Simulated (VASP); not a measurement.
The system is BaS.

```
Ba S
1.0
     0.00000    3.50287    3.54808
     3.50287    0.00000    3.54808
     3.50287    3.50287    0.00000
Ba S
1 1
Cartesian
  0.0000 0.0000 0.0000
  1.7514 1.7514 1.7740
```

This cell differs from its parent crystal: epitaxial xy strain -0.5%.

Base run:

| Property | Result |
| --- | --- |
| Program | VASP 6.6.1 |
| Functional | PBE |
| Potentials or basis | VASP PAW PBE potentials, release 64 (Ba_sv, S) |
| Cutoff | 520 eV |
| k mesh | 6 × 6 × 6 |
| Occupations | fermi-dirac, width 0.02 eV |
| Spin | no spin polarisation |

Its results: band gap on the k mesh 2.76 eV (least direct gap 3.40 eV); pressure 0.4 GPa.

Problem. The run is repeated on the same cell with these changes: functional from PBE to r2SCAN; occupations from fermi-dirac, width 0.02 eV to gaussian, width 0.01 eV. What comes out?

Solution. Band gap on the k mesh 3.08 eV (least direct gap 3.67 eV); pressure 0.4 GPa.

Caveats: the structure was generated, so it needn't be the stable form of BaS; spin-orbit coupling is left out, which moves the levels of the heavy elements; the PAW data sets were made with another functional, which shifts forces and pressure a little (at least some runs).

A k mesh can miss the band edges.
